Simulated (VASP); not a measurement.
# Lu2AlN3 (P6/mmm) in VASP: a series of runs

The runs below take Lu2AlN3 through single point, with PBE.

Program: VASP 6.6.1. These are calculated values, not measurements. Logs are shortened: lines on timing, memory, paths and dates and some standing lists are left out, and cuts for length are marked.

### Step 1. The cell of the first run

The structure is hexagonal, space group P6/mmm (No. 191). The conventional cell has a = 4.921 Å, b = 4.921 Å, c = 4.154 Å, α = 90.00°, β = 90.00°, γ = 120.00°. Within 2.8 Å of Lu (site symmetry -6m2) lie 2 N at 2.08 Å. Within 2.8 Å of Al (site symmetry 6/mmm) lie 2 N at 2.08 Å. Within 2.8 Å of N (site symmetry -6m2) lie 2 Lu at 2.08 Å. N (site symmetry 6/mmm) has 2 Al at 2.08 Å within 2.8 Å.

### Step 2. Single point, PBE

Input file INCAR:

```
ALGO = Normal ; EDIFF = 1E-7
ENCUT = 520 ; GGA = PE
ISIF = 2 ; ISMEAR = 0
LASPH = True ; LCHARG = False
LREAL = False ; LWAVE = False
NBANDS = 43 ; NELM = 100
PREC = Accurate ; SIGMA = 0.1
```

Input file KPOINTS:

```
k-points
0
Gamma
  3 3 4
```

Input file POSCAR:

```
Lu2AlN3
1.0
    4.9206930952      0.0000000024      0.0000000000
   -2.4603465497      4.2614452235      0.0000000000
    0.0000000000      0.0000000000      4.1542345520
Lu Al N
2 1 3
Direct
    0.3333333333      0.6666666667      0.5000000000
    0.6666666667      0.3333333333      0.5000000000
    0.0000000000      0.0000000000      0.0000000000
    0.3333333333      0.6666666667      0.0000000000
    0.6666666667      0.3333333333      0.0000000000
    0.0000000000      0.0000000000      0.5000000000
```

Potentials or basis: VASP PAW PBE potentials, release 64 (Lu, Al, N).

Started as:

```
$ cat potpaw_PBE.64/Lu/POTCAR potpaw_PBE.64/Al/POTCAR potpaw_PBE.64/N/POTCAR > POTCAR
$ mpirun -np 1 vasp_std > vasp.out
```

OUTCAR:

```text
EDIFF = 1E-7
   ENCUT = 520
   GGA = PE
   ISIF = 2
   ISMEAR = 0
   LASPH = True
   LREAL = False
   NELM = 100
   PREC = Accurate

 ion  position               nearest neighbor table
   1  0.333  0.667  0.500-   4 2.08   4 2.08   2 2.84   2 2.84   2 2.84   3 3.52   3 3.52   3 3.52
                             3 3.52   3 3.52   3 3.52
   2  0.667  0.333  0.500-   5 2.08   5 2.08   1 2.84   1 2.84   1 2.84   3 3.52   3 3.52   3 3.52
                             3 3.52   3 3.52   3 3.52
   3  0.000  0.000  0.000-   6 2.08   6 2.08   1 3.52   1 3.52   2 3.52   2 3.52   2 3.52   2 3.52
                             1 3.52   1 3.52   2 3.52   2 3.52   1 3.52   1 3.52
   4  0.333  0.667  0.000-   1 2.08   1 2.08
   5  0.667  0.333  0.000-   2 2.08   2 2.08
   6  0.000  0.000  0.500-   3 2.08   3 2.08

  LATTYP: Found a hexagonal cell.
 ALAT       =     4.9206930952
 C/A-ratio  =     0.8442376860

  Lattice vectors:

 A1 = (   4.9206930952,   0.0000000024,   0.0000000000)
 A2 = (  -2.4603465497,   4.2614452235,   0.0000000000)
 A3 = (   0.0000000000,   0.0000000000,   4.1542345520)

Analysis of symmetry for initial positions (statically):
=====================================================================
 Subroutine PRICEL returns:
 Original cell was already a primitive cell.

 Routine SETGRP: Setting up the symmetry group for a
 hexagonal supercell.

 Subroutine GETGRP returns: Found 24 space group operations
 (whereof 24 operations were pure point group operations)
 out of a pool of 24 trial point group operations.

The static configuration has the point symmetry D_6h.

Analysis of symmetry for dynamics (positions and initial velocities):
=====================================================================
 Subroutine PRICEL returns:
 Original cell was already a primitive cell.

 Routine SETGRP: Setting up the symmetry group for a
 hexagonal supercell.

 Subroutine GETGRP returns: Found 24 space group operations
 (whereof 24 operations were pure point group operations)
 out of a pool of 24 trial point group operations.

The dynamic configuration has the point symmetry D_6h.

 Subroutine INISYM returns: Found 24 space group operations
 (whereof 24 operations are pure point group operations),
 and found     1 'primitive' translations

----------------------------------------------------------------------------------------

                                     Primitive cell

  volume of cell :      87.1112

  direct lattice vectors                    reciprocal lattice vectors
     4.920693095  0.000000002  0.000000000     0.203223404  0.117331087  0.000000000
    -2.460346550  4.261445223  0.000000000    -0.000000000  0.234662174  0.000000000
     0.000000000  0.000000000  4.154234552     0.000000000  0.000000000  0.240718233

  length of vectors
     4.920693095  4.920693095  4.154234552     0.234662174  0.234662174  0.240718233

  position of ions in fractional coordinates (direct lattice)
     0.333333333  0.666666667  0.500000000
     0.666666667  0.333333333  0.500000000
     0.000000000  0.000000000  0.000000000
     0.333333333  0.666666667  0.000000000
     0.666666667  0.333333333  0.000000000
     0.000000000  0.000000000  0.500000000

  ion indices of the primitive-cell ions
   primitive index   ion index
                 1           1
                 2           2
                 3           3
                 4           4
                 5           5
                 6           6

----------------------------------------------------------------------------------------

 KPOINTS: k-points

Automatic generation of k-mesh.
 Grid dimensions read from file:
 generate k-points for:    3    3    4

 Generating k-lattice:

  Cartesian coordinates                     Fractional coordinates (reciprocal lattice)
     0.067741135  0.039110362  0.000000000     0.333333333 -0.000000000  0.000000000
    -0.000000000  0.078220725  0.000000000     0.000000000  0.333333333  0.000000000
     0.000000000  0.000000000  0.060179558     0.000000000  0.000000000  0.250000000

  Length of vectors
     0.078220725  0.078220725  0.060179558

  Shift w.r.t. Gamma in fractional coordinates (k-lattice)
     0.000000000  0.000000000  0.000000000

 Subroutine IBZKPT returns following result:
 ===========================================

 Found      9 irreducible k-points:

 Following reciprocal coordinates:
            Coordinates               Weight
  0.000000  0.000000  0.000000      1.000000
  0.333333 -0.000000  0.000000      6.000000
  0.333333  0.333333  0.000000      2.000000
  0.000000  0.000000  0.250000      2.000000
  0.333333 -0.000000  0.250000     12.000000
  0.333333  0.333333  0.250000      4.000000
  0.000000  0.000000  0.500000      1.000000
  0.333333 -0.000000  0.500000      6.000000
  0.333333  0.333333  0.500000      2.000000
   k-points           NKPTS =      9   k-points in BZ     NKDIM =      9   number of bands    NBANDS=     43
   number of dos      NEDOS =    301   number of ions     NIONS =      6
   total plane-waves  NPLWV =  51200
   dimension x,y,z NGX =    40 NGY =   40 NGZ =   32
   dimension x,y,z NGXF=    80 NGYF=   80 NGZF=   64
   ions per type =               2   1   3
   NGX,Y,Z   is equivalent  to a cutoff of  13.51, 13.51, 12.81 a.u.
   NGXF,Y,Z  is equivalent  to a cutoff of  27.03, 27.03, 25.61 a.u.
 SYSTEM =  unknown system
   PREC   = accura    normal or accurate (medium, high low for compatibility)
   ISTART =      0    job   : 0-new  1-cont  2-samecut
   ICHARG =      2    charge: 1-file 2-atom 10-const
   ISPIN  =      1    spin polarized calculation?
   LNONCOLLINEAR =      F non collinear calculations
   LSORBIT =      F    spin-orbit coupling
   LASPH  =      T    aspherical Exc in radial PAW
   ENCUT  =  520.0 eV  38.22 Ry    6.18 a.u.   9.15  9.15  7.72*2*pi/ulx,y,z
   NELM   =    100;   NELMIN=  2; NELMDL= -5     # of ELM steps
   EDIFF  = 0.1E-06   stopping-criterion for ELM
   LREAL  =      F    real-space projection
   EDIFFG = 0.1E-05   stopping-criterion for IOM
   NSW    =      0    number of steps for IOM
   IBRION =     -1    ionic relax: 0-MD 1-quasi-New 2-CG
   NFREE  =      0    steps in history (QN), initial steepest desc. (CG)
   ISIF   =      2    stress and relaxation
   ISYM   =      2    0-nonsym 1-usesym 2-fastsym
   POTIM  = 0.5000    time-step for ionic-motion
   TEBEG  =    0.0;   TEEND  =   0.0 temperature during run
   PSTRESS=    0.0 pullay stress
   NELECT =      68.0000    total number of electrons
   NUPDOWN=      -1.0000    fix difference up-down
   EMIN   =  10.00;   EMAX   =-10.00  energy-range for DOS
   EFERMI =   0.00;   METHOD = LEGACY
   ISMEAR =     0;   SIGMA  =   0.10  broadening in eV -4-tet -1-fermi 0-gaus
   EFERMI_NEDOS =   21; number of points for ismear=-14 and -15
   IALGO  =     38    algorithm
   IMIX   =      4    mixing-type and parameters
     AMIX     =   0.40;   BMIX     =  1.00
     AMIX_MAG =   1.60;   BMIX_MAG =  1.00
  volume/ion in A,a.u.               =      14.52        97.98
  Fermi-wavevector in a.u.,A,eV,Ry     =   1.507370  2.848515 30.914653  2.272163
  Thomas-Fermi vector in A             =   2.617965
   LORBIT       =      0    0 simple, 1 ext, 2 COOP (PROOUT), +10 PAW based schemes
   GGA     = PE    functional components
   LHFCALC =     F    Hartree Fock is set to
   AEXX    =    0.0000 exact exchange contribution
   IVDW    =     0    specifies the selected vdW correction
   LEPSILON=     F    determine dielectric tensor
   LRPA    =     F    only Hartree local field effects (RPA)
 non-spin polarized calculation
 Gauss-broadening in eV      SIGMA  =   0.10
  energy-cutoff  :      520.00
  volume of cell :       87.11
 maximum number of plane-waves:      2367
 NGX is ok and might be reduce to    40
   NGX = 19   NGY = 19   NGZ = 15

 number of electron      67.9999993 magnetization

 Free energy of the ion-electron system (eV)
  ---------------------------------------------------
  ext. energy  EPLUGINS =         0.00000000
  ---------------------------------------------------
  free energy    TOTEN  =       -35.54528096 eV

  energy without entropy =      -35.52881828  energy(sigma->0) =      -35.53704962

 E-fermi :   4.5574     XC(G=0): -11.3148

 val. band max:        4.5319261820   @ k =   0.3333   0.3333   0.2500
 cond. band min:       4.6329891846   @ k =   0.3333   0.3333   0.5000
 fundamental gap:      0.1010630026
 Fermi energy:         4.5574320893

 k-point     1 :       0.0000    0.0000    0.0000
  band No.  band energies     occupation
      1     -51.8838      2.00000
      2     -51.7074      2.00000
      3     -23.3127      2.00000
      4     -23.3127      2.00000
      5     -22.3485      2.00000
      6     -22.3433      2.00000
[... 35 lines left out ...]
     42       8.3357      0.00000
     43       9.1711      0.00000

 k-point     2 :       0.3333   -0.0000    0.0000
  band No.  band energies     occupation
      1     -51.8469      2.00000
      2     -51.7451      2.00000
      3     -23.3800      2.00000
      4     -23.1674      2.00000
      5     -22.5108      2.00000
      6     -22.2897      2.00000
[... 35 lines left out ...]
     42       9.1933      0.00000
     43       9.2818      0.00000

 k-point     3 :       0.3333    0.3333    0.0000
  band No.  band energies     occupation
      1     -51.7962      2.00000
      2     -51.7962      2.00000
      3     -23.4532      2.00000
      4     -22.8406      2.00000
      5     -22.8406      2.00000
      6     -22.2089      2.00000
[... 229 lines left out ...]
      6     -22.4408      2.00000
[... 35 lines left out ...]
     42       9.3101      0.00000
     43       9.8697      0.00000

 k-point     9 :       0.3333    0.3333    0.5000
  band No.  band energies     occupation
      1     -51.7952      2.00000
      2     -51.7952      2.00000
      3     -23.4439      2.00000
      4     -22.8335      2.00000
      5     -22.8335      2.00000
      6     -22.3500      2.00000
[... 35 lines left out ...]
     42       9.7415      0.00000
     43      10.8273      0.00000

------------------------ aborting loop because EDIFF is reached ----------------------------------------

  FORCE on cell =-STRESS in cart. coord.  units (eV):
  Direction    XX          YY          ZZ          XY          YZ          ZX
  --------------------------------------------------------------------------------------
  -------------------------------------------------------------------------------------
  Total       -0.0713731     -0.0713731      0.8247441      0.0000000      0.0000000      0.0000000
  in kB       -1.3127171     -1.3127171     15.1689528      0.0000000      0.0000000      0.0000000
  external PRESSURE =       4.1811729 kB  Pullay stress =       0.0000000 kB

 VOLUME and BASIS-vectors are now :
 -----------------------------------------------------------------------------
  energy-cutoff  :      520.00
  volume of cell :       87.11
      direct lattice vectors                 reciprocal lattice vectors
     4.920693095  0.000000002  0.000000000     0.203223404  0.117331087  0.000000000
    -2.460346550  4.261445223  0.000000000    -0.000000000  0.234662174  0.000000000
     0.000000000  0.000000000  4.154234552     0.000000000  0.000000000  0.240718233

 POSITION                                       TOTAL-FORCE (eV/Angst)
 -----------------------------------------------------------------------------------
     -0.00000      2.84096      2.07712        -0.000000     -0.000000      0.000000
      2.46035      1.42048      2.07712         0.000000      0.000000     -0.000000
      0.00000      0.00000      0.00000         0.000000      0.000000     -0.000000
     -0.00000      2.84096      0.00000         0.000000     -0.000000     -0.000000
      2.46035      1.42048      0.00000        -0.000000      0.000000      0.000000
      0.00000      0.00000      2.07712         0.000000      0.000000     -0.000000
 -----------------------------------------------------------------------------------
    total drift:                               -0.000000     -0.000000      0.000000

  FREE ENERGIE OF THE ION-ELECTRON SYSTEM (eV)
  ---------------------------------------------------
  free  energy   TOTEN  =       -35.5452809565 eV

  energy  without entropy=      -35.5288182835  energy(sigma->0) =      -35.53704962
```

It took 51 s on 1 thread of AMD EPYC 9R45 (Zen 5), shared host; peak memory 0.2 GiB.

Results:

```
Free energy            : -35.5453 eV
Pressure               : 0.4 GPa
Band gap on the k mesh : zero (band 34 reaches 4.65 eV, above the bottom of band 35 at 3.34 eV)
```

Stress tensor (GPa, compression positive):
```
-0.13  0.00  0.00
 0.00 -0.13  0.00
 0.00  0.00  1.52
```

Levels at points of the mesh, in eV from the Fermi level:
```csv
k point,band 30,band 31,band 32,band 33,band 34,band 35,band 36,band 37,band 38,band 39
"(0.00, 0.00, 0.00)",-2.55,-1.95,-0.50,-0.50,-0.38,0.32,0.49,1.51,1.51,2.46
"(0.00, 0.00, 0.50)",-3.85,-3.85,-3.55,-2.31,-2.31,-1.01,2.08,2.08,2.35,4.45
```

Caveat: the k points lie up to 0.49 Å⁻¹ apart; spin-orbit coupling is left out, which moves the levels of the heavy elements.

### Step 3. Single point, PBE

This run uses another cell than the first one, of 19.00 Å³/atom, 1.308 times its volume.

Input file INCAR:

```
PREC     = Accurate       # precision mode
ENCUT    = 520            # plane-wave cutoff, eV
EDIFF    = 1E-7           # SCF threshold, eV
ISMEAR   = 0              # smearing method
SIGMA    = 0.1            # smearing width, eV
LREAL    = F              # projectors in reciprocal space
LASPH    = T              # aspherical terms in the spheres
NELM     = 100            # most SCF steps
ALGO     = Normal         # electronic algorithm
ISIF     = 2              # what is computed and relaxed
LWAVE    = F              # write WAVECAR
LCHARG   = F              # write CHGCAR
GGA      = PE             # functional
NBANDS   = 43             # bands
```

Input file KPOINTS:

```
regular mesh
0
Gamma
  3 3 4
```

Input file POSCAR:

```
Lu2AlN3
1.0
    5.8135405100      0.0000000000      0.0000000000
   -2.9067702600      5.0346737700      0.0000000000
    0.0000000000      0.0000000000      3.8941570600
Lu Al N
2 1 3
Direct
    0.3333333300      0.6666666700      0.5000000000
    0.6666666700      0.3333333300      0.5000000000
    0.0000000000      0.0000000000      0.0000000000
    0.3333333300      0.6666666700      0.0000000000
    0.6666666700      0.3333333300      0.0000000000
    0.0000000000      0.0000000000      0.5000000000
```

Potentials or basis: VASP PAW PBE potentials, release 64 (Lu, Al, N).

Started as:

```
$ cat potpaw_PBE.64/Lu/POTCAR potpaw_PBE.64/Al/POTCAR potpaw_PBE.64/N/POTCAR > POTCAR
$ mpirun -np 1 vasp_std > vasp.out
```

Wall time 64 s (1 thread of AMD EPYC 9R45 (Zen 5), shared host); peak memory 0.23 GiB.

Results (log left out):

```
Free energy            : -34.7964 eV
Pressure               : 1.9 GPa
Band gap on the k mesh : zero (band 34 reaches 3.26 eV, above the bottom of band 35 at 1.20 eV)
```

Stress tensor (GPa, compression positive):
```
-2.92  0.00  0.00
 0.00 -2.92  0.00
 0.00  0.00 11.56
```

Levels at points of the mesh, in eV from the Fermi level:
```csv
k point,band 32,band 33,band 34,band 35,band 36,band 37
"(0.00, 0.00, 0.00)",-0.60,-0.60,0.51,0.75,1.11,2.20
"(0.00, 0.00, 0.50)",-2.94,-2.69,-2.69,-1.38,1.87,1.87
```

Caveat: the k points lie up to 0.42 Å⁻¹ apart; spin-orbit coupling is left out, which moves the levels of the heavy elements.
